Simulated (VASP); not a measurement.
Runs of VASP 6.6.1 on GaP. The structure is that of space group F-43m (No. 216), or close to it. The cells are those of the table. 

```tsv
cell	gap on the mesh (eV)	pressure (GPa)
a = 3.957, b = 3.854 Å, angles 60.9, 58.3, 60.9°, 2 atoms	(a)	-6.2
a = 3.797, b = 3.854 Å, angles 59.5, 61.0, 59.5°, 2 atoms	1.15	-0.2
a = 3.971, b = 3.854 Å, angles 61.0, 58.1, 61.0°, 2 atoms	1.02	-6.7
a = 3.942, b = 3.854 Å, angles 60.7, 58.5, 60.7°, 2 atoms	(b)	-5.8
a = 3.883, b = 3.854 Å, angles 60.2, 59.5, 60.2°, 2 atoms	1.44	-3.8
```

Alike in all rows: task single point; level LDA; potentials or basis VASP PAW LDA potentials, release 64 (Ga_d, P); no spin polarisation; k mesh 8 × 8 × 8; cutoff (eV) 520; smearing gaussian 0.05 eV.

**Question.** Estimate the missing entries.

**Answer.** (a) 1.10; (b) 1.18.

A k mesh can miss the band edges, and the runs leave out spin-orbit coupling on Ga.
